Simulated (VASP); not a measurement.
Runs of VASP 6.6.1 on Rh. The structure is that of space group I4/mmm (No. 139), or close to it. The cells are those of the table. 

```tsv
cell	further INCAR settings	gap on the mesh (eV)	pressure (GPa)
a = 2.934, b = 2.934, c = 2.396 Å, angles 65.9, 65.9, 48.2°, 1 atom	ALGO = Fast; EDIFF = 1e-06; NBANDS = 14	none	12.6
a = 2.635, b = 2.635, c = 2.839 Å, angles 57.4, 57.4, 65.2°, 1 atom	ALGO = Fast; EDIFF = 1e-06; NBANDS = 14	none	(b)
a = 2.618, b = 2.618, c = 3.104 Å, angles 53.6, 53.6, 72.7°, 1 atom	ALGO = Fast; EDIFF = 1e-06; NBANDS = 14	none	-3.6
a = 2.858, b = 2.858, c = 2.464 Å, angles 64.5, 64.5, 51.1°, 1 atom	ALGO = Fast; EDIFF = 1e-07; NBANDS = 14	none	2.4
a = 2.657, b = 2.657, c = 2.765 Å, angles 58.6, 58.6, 62.7°, 1 atom	ALGO = Fast; EDIFF = 1e-06; NBANDS = 14	none	(a)
a = 2.620, b = 2.620, c = 2.921 Å, angles 56.1, 56.1, 67.8°, 1 atom	ALGO = Fast; EDIFF = 1e-07; NBANDS = 14	none	-4.1
a = 2.738, b = 2.738, c = 2.605 Å, angles 61.6, 61.6, 56.8°, 1 atom	ALGO = Fast; EDIFF = 1e-07; NBANDS = 14	none	-8.8
a = 2.795, b = 2.795, c = 2.531 Å, angles 63.1, 63.1, 53.8°, 1 atom	ALGO = Fast; EDIFF = 1e-07; NBANDS = 14	none	-4.3
```

Alike in all rows: task single point; level LDA; potentials or basis VASP PAW LDA potentials, release 64 (Rh_pv); no spin polarisation; k mesh 24 × 24 × 24; cutoff (eV) 520; smearing gaussian 0.15 eV.

Problem. Fill in the values left out.

Solution. (a) -9.3; (b) -7.2.

A k mesh can miss the band edges, and the runs leave out spin-orbit coupling on Rh.

A gap of «none» marks levels without a gap at the run's occupations.
